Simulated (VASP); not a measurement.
The system is CsRe2.

```
Cs Re
1.0
     0.00000    3.11560    3.11560
     3.11560    0.00000    3.11560
     3.11560    3.11560    0.00000
Cs Re
1 2
Cartesian
  0.0000 0.0000 0.0000
  1.5578 1.5578 1.5578
  4.6734 4.6734 4.6734
```

| Item | Value |
| --- | --- |
| Program | VASP 6.6.1 |
| Task | relaxation of cell and atoms |
| Functional | PBE |
| Potentials or basis | VASP PAW PBE potentials, release 64 (Cs_sv, Re) |
| Cutoff | 600 eV |
| k mesh | 14 × 14 × 14 |
| Occupations | gaussian, width 0.1 eV |
| Spin | no spin polarisation |

At the start: pressure 5.7 GPa; volume 20.16 Å³/atom.

Problem. How do energy, volume and symmetry change on relaxing?

Solution. Over 3 steps the energy falls by 15.6 meV/atom and the volume is 21.09 Å³/atom (+4.6 %); space group Fm-3m (No. 225, to 0.1 Å) before and after.

Step by step:
```tsv
step	energy change (eV)	largest force (eV/Å)	pressure (GPa)	volume (Å³)
1	0.0000	0.0000	5.75	60.49
2	0.0225	0.0000	-5.46	67.04
3	-0.0469	0.0000	-0.06	63.28
```

Final structure:
```xyz
3
Lattice="0.0000 3.1629 3.1629 3.1629 0.0000 3.1629 3.1629 3.1629 0.0000" Properties=species:S:1:pos:R:3 pbc="T T T"
Cs    0.0000    0.0000    0.0000
Re    1.5815    1.5815    1.5815
Re    4.7444    4.7444    4.7444
```
